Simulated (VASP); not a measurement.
# GaN (P6_3mc) in VASP: notebook, part 2 of 3

VASP 6.6.1. Earlier steps stand in the parts before.

## Step 4: Single point, r2SCAN (atoms displaced along a vibrational mode)

POSCAR reads:

```
GaN
1.0
    3.1828215348      0.0000000000      0.0000000000
   -1.5914107674      2.7564043048      0.0000000000
    0.0000000000      0.0000000000      5.1856745519
Ga N
2 2
Direct
    0.3333333333      0.6666666667     -0.0183139509
    0.6666666667      0.3333333333      0.4816860491
    0.3333333333      0.6666666667      0.3953139509
    0.6666666667      0.3333333333      0.8953139509
```

INCAR.step1 reads:

```
ALGO = Normal ; EDIFF = 1E-4
ENCUT = 520 ; GGA = PE
ISMEAR = 0 ; LASPH = True
LCHARG = False ; LREAL = False
LWAVE = True ; NBANDS = 26
NELM = 80 ; PREC = Accurate
SIGMA = 0.01
```

INCAR.step2 reads:

```
ALGO = Normal ; EDIFF = 1E-7
ENCUT = 520 ; ISIF = 2
ISMEAR = 0 ; ISTART = 1
LASPH = True ; LCHARG = False
LMIXTAU = True ; LREAL = False
LWAVE = False ; METAGGA = R2SCAN
NBANDS = 26 ; NELM = 80
PREC = Accurate ; SIGMA = 0.01
```

KPOINTS reads:

```
k-points
0
Gamma
  12 12 6
```

Potentials or basis: VASP PAW PBE potentials, release 64 (Ga_d, N).

The run is started by

```console
> cat potpaw_PBE.64/Ga_d/POTCAR potpaw_PBE.64/N/POTCAR > POTCAR
> cp INCAR.step1 INCAR
> mpirun -np 1 vasp_std > vasp.out
> cp INCAR.step2 INCAR
> mpirun -np 1 vasp_std > vasp.out
```

OUTCAR:

```text
EDIFF = 1E-7
   ENCUT = 520
   ISIF = 2
   ISMEAR = 0
   ISTART = 1
   LASPH = True
   LREAL = False
   METAGGA = R2SCAN
   NELM = 80
   PREC = Accurate

 ion  position               nearest neighbor table
   1  0.333  0.667  0.982-   4 1.89   4 1.89   4 1.89   3 2.14
   2  0.667  0.333  0.482-   3 1.89   3 1.89   3 1.89   4 2.14
   3  0.333  0.667  0.395-   2 1.89   2 1.89   2 1.89   1 2.14
   4  0.667  0.333  0.895-   1 1.89   1 1.89   1 1.89   2 2.14

  LATTYP: Found a hexagonal cell.
 ALAT       =     3.1828215348
 C/A-ratio  =     1.6292696575

  Lattice vectors:

 A1 = (   3.1828215348,   0.0000000000,   0.0000000000)
 A2 = (  -1.5914107674,   2.7564043048,   0.0000000000)
 A3 = (   0.0000000000,   0.0000000000,   5.1856745519)

Analysis of symmetry for initial positions (statically):
=====================================================================
 Subroutine PRICEL returns:
 Original cell was already a primitive cell.

 Routine SETGRP: Setting up the symmetry group for a
 hexagonal supercell.

 Subroutine GETGRP returns: Found 12 space group operations
 (whereof  6 operations were pure point group operations)
 out of a pool of 24 trial point group operations.

The static configuration has the point symmetry C_3v.
 The point group associated with its full space group is C_6v.

Analysis of symmetry for dynamics (positions and initial velocities):
=====================================================================
 Subroutine PRICEL returns:
 Original cell was already a primitive cell.

 Routine SETGRP: Setting up the symmetry group for a
 hexagonal supercell.

 Subroutine GETGRP returns: Found 12 space group operations
 (whereof  6 operations were pure point group operations)
 out of a pool of 24 trial point group operations.

The dynamic configuration has the point symmetry C_3v.
 The point group associated with its full space group is C_6v.

 Subroutine INISYM returns: Found 12 space group operations
 (whereof  6 operations are pure point group operations),
 and found     1 'primitive' translations

----------------------------------------------------------------------------------------

                                     Primitive cell

  volume of cell :      45.4947

  direct lattice vectors                    reciprocal lattice vectors
     3.182821535  0.000000000  0.000000000     0.314186639  0.181395741  0.000000000
    -1.591410767  2.756404305  0.000000000     0.000000000  0.362791481  0.000000000
     0.000000000  0.000000000  5.185674552     0.000000000  0.000000000  0.192838943

  length of vectors
     3.182821535  3.182821535  5.185674552     0.362791481  0.362791481  0.192838943

  position of ions in fractional coordinates (direct lattice)
     0.333333333  0.666666667  0.981686049
     0.666666667  0.333333333  0.481686049
     0.333333333  0.666666667  0.395313951
     0.666666667  0.333333333  0.895313951

  ion indices of the primitive-cell ions
   primitive index   ion index
                 1           1
                 2           2
                 3           3
                 4           4

[... 21 lines left out ...]
 Subroutine IBZKPT returns following result:
 ===========================================

 Found     76 irreducible k-points:

 Following reciprocal coordinates:
            Coordinates               Weight
  0.000000  0.000000  0.000000      1.000000
  0.083333  0.000000  0.000000      6.000000
  0.166667  0.000000  0.000000      6.000000
  0.250000  0.000000  0.000000      6.000000
  0.333333  0.000000  0.000000      6.000000
  0.416667  0.000000  0.000000      6.000000
[... 16 lines left out ...]
  0.250000  0.000000  0.166667     12.000000
  0.333333  0.000000  0.166667     12.000000
 [... further k-points ...]
   k-points           NKPTS =     76   k-points in BZ     NKDIM =     76   number of bands    NBANDS=     26
   number of dos      NEDOS =    301   number of ions     NIONS =      4
   total plane-waves  NPLWV =  23040
   dimension x,y,z NGX =    24 NGY =   24 NGZ =   40
   dimension x,y,z NGXF=    48 NGYF=   48 NGZF=   80
   ions per type =               2   2
   NGX,Y,Z   is equivalent  to a cutoff of  12.54, 12.54, 12.82 a.u.
   NGXF,Y,Z  is equivalent  to a cutoff of  25.07, 25.07, 25.65 a.u.
 SYSTEM =  unknown system
   PREC   = accura    normal or accurate (medium, high low for compatibility)
   ISTART =      1    job   : 0-new  1-cont  2-samecut
   ICHARG =      0    charge: 1-file 2-atom 10-const
   ISPIN  =      1    spin polarized calculation?
   LNONCOLLINEAR =      F non collinear calculations
   LSORBIT =      F    spin-orbit coupling
   LASPH  =      T    aspherical Exc in radial PAW
   ENCUT  =  520.0 eV  38.22 Ry    6.18 a.u.   5.92  5.92  9.64*2*pi/ulx,y,z
   NELM   =     80;   NELMIN=  2; NELMDL=  0     # of ELM steps
   EDIFF  = 0.1E-06   stopping-criterion for ELM
   LREAL  =      F    real-space projection
   EDIFFG = 0.1E-05   stopping-criterion for IOM
   NSW    =      0    number of steps for IOM
   IBRION =     -1    ionic relax: 0-MD 1-quasi-New 2-CG
   NFREE  =      0    steps in history (QN), initial steepest desc. (CG)
   ISIF   =      2    stress and relaxation
   ISYM   =      2    0-nonsym 1-usesym 2-fastsym
   POTIM  = 0.5000    time-step for ionic-motion
   TEBEG  =    0.0;   TEEND  =   0.0 temperature during run
   PSTRESS=    0.0 pullay stress
   NELECT =      36.0000    total number of electrons
   NUPDOWN=      -1.0000    fix difference up-down
   EMIN   =  10.00;   EMAX   =-10.00  energy-range for DOS
   EFERMI =   0.00;   METHOD = LEGACY
   ISMEAR =     0;   SIGMA  =   0.01  broadening in eV -4-tet -1-fermi 0-gaus
   EFERMI_NEDOS =   21; number of points for ismear=-14 and -15
   IALGO  =     38    algorithm
   IMIX   =      4    mixing-type and parameters
     AMIX     =   0.40;   BMIX     =  1.00
     AMIX_MAG =   1.60;   BMIX_MAG =  1.00
  volume/ion in A,a.u.               =      11.37        76.75
  Fermi-wavevector in a.u.,A,eV,Ry     =   1.514220  2.861460 31.196265  2.292861
  Thomas-Fermi vector in A             =   2.623906
   LORBIT       =      0    0 simple, 1 ext, 2 COOP (PROOUT), +10 PAW based schemes
   METAGGA = R2SCAN    functional components
   LHFCALC =     F    Hartree Fock is set to
   AEXX    =    0.0000 exact exchange contribution
   IVDW    =     0    specifies the selected vdW correction
   LEPSILON=     F    determine dielectric tensor
   LRPA    =     F    only Hartree local field effects (RPA)
 non-spin polarized calculation
 Gauss-broadening in eV      SIGMA  =   0.01
  energy-cutoff  :      520.00
  volume of cell :       45.49
 maximum number of plane-waves:      1248
 NGX is ok and might be reduce to    24
   NGX = 11   NGY = 11   NGZ = 19

 number of electron      36.0000006 magnetization

 Free energy of the ion-electron system (eV)
  ---------------------------------------------------
  ext. energy  EPLUGINS =         0.00000000
  ---------------------------------------------------
  free energy    TOTEN  =       -43.50421351 eV

  energy without entropy =      -43.50421351  energy(sigma->0) =      -43.50421351

 E-fermi :   5.4203     XC(G=0): -12.6530

 val. band max:        5.3332477986   @ k =   0.0000   0.0000   0.0000
 cond. band min:       7.5129939350   @ k =   0.0000   0.0000   0.0000
 fundamental gap:      2.1797461363
 Fermi energy:         5.4203211497

 k-point     1 :       0.0000    0.0000    0.0000
  band No.  band energies     occupation
      1     -11.8080      2.00000
      2     -10.8967      2.00000
      3      -8.7886      2.00000
      4      -8.7886      2.00000
      5      -8.7452      2.00000
      6      -8.7452      2.00000
[... 685 lines left out ...]
     25      17.5770      0.00000
     26      19.0648      0.00000

 [... further k-points ...]

------------------------ aborting loop because EDIFF is reached ----------------------------------------

  FORCE on cell =-STRESS in cart. coord.  units (eV):
  Direction    XX          YY          ZZ          XY          YZ          ZX
  --------------------------------------------------------------------------------------
  -------------------------------------------------------------------------------------
  Total        2.4692823      2.4692823     -1.5313060      0.0000000      0.0000000      0.0000000
  in kB       86.9602656     86.9602656    -53.9277246      0.0000000      0.0000000      0.0000000
  external PRESSURE =      39.9976022 kB  Pullay stress =       0.0000000 kB

 VOLUME and BASIS-vectors are now :
 -----------------------------------------------------------------------------
  energy-cutoff  :      520.00
  volume of cell :       45.49
      direct lattice vectors                 reciprocal lattice vectors
     3.182821535  0.000000000  0.000000000     0.314186639  0.181395741  0.000000000
    -1.591410767  2.756404305  0.000000000     0.000000000  0.362791481  0.000000000
     0.000000000  0.000000000  5.185674552     0.000000000  0.000000000  0.192838943

 POSITION                                       TOTAL-FORCE (eV/Angst)
 -----------------------------------------------------------------------------------
     -0.00000      1.83760      5.09070        -0.000000      0.000000      1.347257
      1.59141      0.91880      2.49787         0.000000     -0.000000      1.347257
     -0.00000      1.83760      2.04997         0.000000     -0.000000     -1.347257
      1.59141      0.91880      4.64281         0.000000      0.000000     -1.347257
 -----------------------------------------------------------------------------------
    total drift:                                0.000002      0.000003      0.003502

  FREE ENERGIE OF THE ION-ELECTRON SYSTEM (eV)
  ---------------------------------------------------
  free  energy   TOTEN  =       -43.5042135058 eV

  energy  without entropy=      -43.5042135058  energy(sigma->0) =      -43.50421351
```

It took 7 min on 1 thread of Intel Xeon 8259CL, shared host; peak memory 0.22 GiB.

What came out:

```yaml
Free_energy: -43.5042 eV
Pressure: 4.0 GPa
Largest_force: 1.347 eV/Å
Band_gap_on_the_k_mesh: 2.18 eV
```

Forces on the atoms (eV/Å):
```
Ga   0.000  0.000  1.347
Ga   0.000  0.000  1.347
N    0.000  0.000 -1.347
N    0.000  0.000 -1.347
```

Caveat: the cell differs from its parent crystal (atoms displaced along a vibrational mode); the cell stands under pressure; the PAW data sets were made with another functional, which shifts forces and pressure a little.

## Step 5: Single point, r2SCAN (atoms displaced along a vibrational mode)

POSCAR reads:

```
GaN
1.0
    3.1828215348      0.0000000000      0.0000000000
   -1.5914107674      2.7564043048      0.0000000000
    0.0000000000      0.0000000000      5.1856745519
Ga N
2 2
Direct
    0.3333333333      0.6666666667     -0.0275681043
    0.6666666667      0.3333333333      0.4724318957
    0.3333333333      0.6666666667      0.4045681043
    0.6666666667      0.3333333333      0.9045681043
```

INCAR.step1 reads:

```
SYSTEM = GaN
PREC = Accurate
ENCUT = 520
ISMEAR = 0
SIGMA = 0.01
LREAL = .FALSE.
LASPH = .TRUE.
NELM = 60
NBANDS = 26
GGA = PE
ALGO = Normal
EDIFF = 1E-4
LWAVE = .TRUE.
LCHARG = .FALSE.
```

INCAR.step2 reads:

```
SYSTEM = GaN
PREC = Accurate
ENCUT = 520
EDIFF = 1E-7
ISMEAR = 0
SIGMA = 0.01
LREAL = .FALSE.
LASPH = .TRUE.
NELM = 60
ALGO = Normal
ISIF = 2
LWAVE = .FALSE.
LCHARG = .FALSE.
METAGGA = R2SCAN
LMIXTAU = .TRUE.
NBANDS = 26
ISTART = 1
```

KPOINTS reads:

```
regular mesh
0
G
  12 12 6
  0 0 0
```

The run is started by

```console
> cat potpaw_PBE.64/Ga_d/POTCAR potpaw_PBE.64/N/POTCAR > POTCAR
> cp INCAR.step1 INCAR
> mpirun -np 1 vasp_std > vasp.out
> cp INCAR.step2 INCAR
> mpirun -np 1 vasp_std > vasp.out
```

Run time: 5.7 min. Hardware: 1 thread of Intel Xeon 8259CL, shared host; peak memory 0.22 GiB.

Results (log left out):

```yaml
Free_energy: -43.2305 eV
Pressure: 6.4 GPa
Largest_force: 1.426 eV/Å
Band_gap_on_the_k_mesh: 2.20 eV
```

Forces in eV/Å, atoms in the order of the input:
```
Ga   0.000  0.000  1.426
Ga   0.000  0.000  1.426
N    0.000  0.000 -1.426
N    0.000  0.000 -1.426
```

Stress tensor (GPa, compression positive):
```
12.01  0.00  0.00
 0.00 12.01  0.00
 0.00  0.00 -4.97
```

Levels at points of the mesh, in eV from the valence-band top:
```csv
k point,band 15,band 16,band 17,band 18,band 19,band 20,band 21,band 22
"(0.00, 0.00, 0.00)",-1.34,-0.52,-0.52,0.00,2.20,4.12,9.81,10.29
"(0.50, 0.00, 0.00)",-3.77,-3.35,-1.98,-1.68,5.12,5.87,6.41,9.05
"(0.00, 0.00, 0.50)",-0.94,-0.94,-0.94,-0.94,4.44,4.44,8.69,8.69
"(0.50, 0.00, 0.50)",-2.71,-2.71,-1.57,-1.57,4.81,4.81,7.39,7.39
```

Caveat: the cell differs from its parent crystal (atoms displaced along a vibrational mode); the cell stands under pressure; the PAW data sets were made with another functional, which shifts forces and pressure a little.

## Step 6: Single point, r2SCAN (atoms displaced along a vibrational mode)

POSCAR reads:

```
GaN
1.0
    3.1828215348      0.0000000000      0.0000000000
   -1.5914107674      2.7564043048      0.0000000000
    0.0000000000      0.0000000000      5.1856745519
Ga N
2 2
Direct
    0.3333333333      0.6666666667     -0.0368222577
    0.6666666667      0.3333333333      0.4631777423
    0.3333333333      0.6666666667      0.4138222577
    0.6666666667      0.3333333333      0.9138222577
```

INCAR.step1 reads:

```
PREC = Accurate
ENCUT = 520
ISMEAR = 0
SIGMA = 0.01
LREAL = F
LASPH = T
NELM = 60
NBANDS = 26
GGA = PE
ALGO = Normal
EDIFF = 1E-4
LWAVE = T
LCHARG = F
```

INCAR.step2 reads:

```
PREC = Accurate
ENCUT = 520
EDIFF = 1E-7
ISMEAR = 0
SIGMA = 0.01
LREAL = F
LASPH = T
NELM = 60
ALGO = Normal
ISIF = 2
LWAVE = F
LCHARG = F
METAGGA = R2SCAN
LMIXTAU = T
NBANDS = 26
ISTART = 1
```

KPOINTS reads:

```
Automatic mesh
0
Gamma
  12 12 6
```

Potentials or basis: VASP PAW PBE potentials, release 64 (Ga_d, N).

The run is started by

```console
> cat potpaw_PBE.64/Ga_d/POTCAR potpaw_PBE.64/N/POTCAR > POTCAR
> cp INCAR.step1 INCAR
> mpirun -np 1 vasp_std > vasp.out
> cp INCAR.step2 INCAR
> mpirun -np 1 vasp_std > vasp.out
```

Wall time 7 min (1 thread of Intel Xeon 8259CL, shared host); peak memory 0.22 GiB.

The run converged. Its results:

```yaml
Free_energy: -42.9703 eV
Pressure: 8.6 GPa
Largest_force: 1.250 eV/Å
Band_gap_on_the_k_mesh: 2.26 eV
```

Forces in eV/Å, atoms in the order of the input:
```
Ga   0.000  0.000  1.250
Ga   0.000  0.000  1.250
N    0.000  0.000 -1.250
N    0.000  0.000 -1.250
```

Stress tensor (GPa, compression positive):
```
14.74  0.00  0.00
 0.00 14.74  0.00
 0.00  0.00 -3.55
```

Levels at points of the mesh, in eV from the valence-band top:
```csv
k point,band 14,band 15,band 16,band 17,band 18,band 19,band 20,band 21,band 22,band 23
"(0.00, 0.00, 0.00)",-1.34,-1.34,-0.57,-0.57,0.00,2.26,4.05,9.83,10.30,10.30
"(0.50, 0.00, 0.00)",-6.33,-3.55,-3.41,-2.14,-1.47,5.08,5.89,6.40,9.07,9.78
"(0.00, 0.00, 0.50)",-3.59,-0.95,-0.95,-0.95,-0.95,4.42,4.42,8.71,8.71,10.71
"(0.50, 0.00, 0.50)",-7.24,-2.81,-2.81,-1.37,-1.37,4.85,4.85,7.18,7.18,10.37
```

Caveat: the cell differs from its parent crystal (atoms displaced along a vibrational mode); the cell stands under pressure; the PAW data sets were made with another functional, which shifts forces and pressure a little.

(Part 2 of 3 ends here.)
